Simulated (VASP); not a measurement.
Set up this calculation in VASP 6.6.1, as the native input.

- Task: single point
- Functional: PBEsol
- Potentials or basis: VASP PAW PBE potentials, release 64 (I)
- Cutoff: 520 eV
- k mesh: 9 × 9 × 4
- Occupations: fermi-dirac, width 0.05 eV
- Spin: no spin polarisation
- Dipole correction: no
- Further INCAR settings: ALGO = Normal; EDIFF = 1e-07; NBANDS = 22

The structure of I lies in POSCAR:

```
I
1.0
    3.7522291201     -2.1915472551      0.0000000000
    3.7522291201      2.1915472551      0.0000000000
    0.0000000000      0.0000000000      9.6437559794
I
4
Direct
    0.8271558589      0.1728441411      0.1227793165
    0.6728441411      0.3271558589      0.6227793165
    0.1728441411      0.8271558589      0.8772206835
    0.3271558589      0.6728441411      0.3772206835
```

The input as run:

INCAR

```
SYSTEM = I
  PREC = Accurate
  ENCUT = 520
  EDIFF = 1E-7
  ISMEAR = -1
  SIGMA = 0.05
  LREAL = .FALSE.
  LASPH = .TRUE.
  NELM = 100
  ALGO = Normal
  ISIF = 2
  LWAVE = .FALSE.
  LCHARG = .TRUE.
  GGA = PS
  LELF = .TRUE.
  LVHAR = .TRUE.
  NBANDS = 22
```

KPOINTS

```
regular mesh
0
G
  9 9 4
  0 0 0
```

Potentials or basis: VASP PAW PBE potentials, release 64 (I).

Launch:

```bash
$ cat potpaw_PBE.64/I/POTCAR > POTCAR
$ mpirun -np 1 vasp_std > vasp.out
```

Results of the run:

```json
{
  "Pressure": "0.0 GPa",
  "Largest force": "0.006 eV/Å",
  "Band gap on the k mesh": "0.79 eV (least direct gap 1.05 eV)"
}
```

Caveat: the PAW data sets were made with another functional, which shifts forces and pressure a little; spin-orbit coupling is left out, which moves the levels of the heavy elements; an odd mesh through Γ misses points on the zone boundary, where band edges can lie.

Run time: 2.3 min on 1 thread of AMD EPYC 9R45 96-Core Processor (Zen 5) (shared host), peak memory 0.34 GiB.
